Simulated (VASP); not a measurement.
Input of a VASP 6.6.1 run:

The input INCAR:

```
  ALGO = Normal
  EDIFF = 1E-6
  ENCUT = 600
  GGA = PE
  GGA_COMPAT = F
  ISIF = 2
  ISMEAR = 0
  LASPH = T
  LCHARG = F
  LREAL = F
  LWAVE = F
  NBANDS = 19
  NELM = 120
  PREC = Accurate
  SIGMA = 0.02
```

KPOINTS

```
k-points
0
Gamma
  8 8 8
```

POSCAR

```
ZrO2
1.0
    0.0000000000      2.4511928470      2.4511928470
    2.4511928470      0.0000000000      2.4511928470
    2.4511928470      2.4511928470      0.0000000000
Zr O
1 2
Direct
    0.0000000000      0.0000000000      0.0000000000
    0.2500000000      0.2500000000      0.2500000000
    0.7500000000      0.7500000000      0.7500000000
```

Potentials or basis: VASP PAW PBE potentials, release 64 (Zr_sv, O).

The run is started by

```bash
$ cat potpaw_PBE.64/Zr_sv/POTCAR potpaw_PBE.64/O/POTCAR > POTCAR
$ mpirun -np 1 vasp_std > vasp.out
```

(1) Estimate the pressure.

(2) What does it give for the band gap on the k mesh?

## Answers

(1) 39.7 GPa.

(2) 3.65 eV (least direct gap 4.21 eV).

Caveat: the cell stands under pressure.
